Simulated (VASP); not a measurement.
CdO2:

```
CELL_PARAMETERS angstrom
3.47623 0.00000 0.00000
-1.73812 3.01050 0.00000
0.00000 0.00000 4.14808
ATOMIC_POSITIONS crystal
Cd 0.00000 0.00000 0.00000
O 0.66667 0.33333 0.75578
O 0.33333 0.66667 0.24422
```

Base run:

* Program: VASP 6.6.1
* Functional: r2SCAN
* Potentials or basis: VASP PAW PBE potentials, release 64 (Cd, O)
* Cutoff: 520 eV
* k mesh: 7 × 7 × 5
* Occupations: fermi-dirac, width 0.1 eV
* Spin: no spin polarisation

Its results: band gap on the k mesh zero (band 12 reaches -0.72 eV, above the bottom of band 13 at -1.33 eV); pressure -8.0 GPa; largest force 0.156 eV/Å.

Q: The run is repeated on the same cell with these changes: k mesh from 7 × 7 × 5 to 3 × 3 × 2. What comes out?

A: Band gap on the k mesh zero (band 12 reaches -0.56 eV, above the bottom of band 13 at -1.53 eV); pressure -8.5 GPa; largest force 0.218 eV/Å.

Caveats: some runs use coarse meshes; the PAW data sets were made with another functional, which shifts forces and pressure a little.
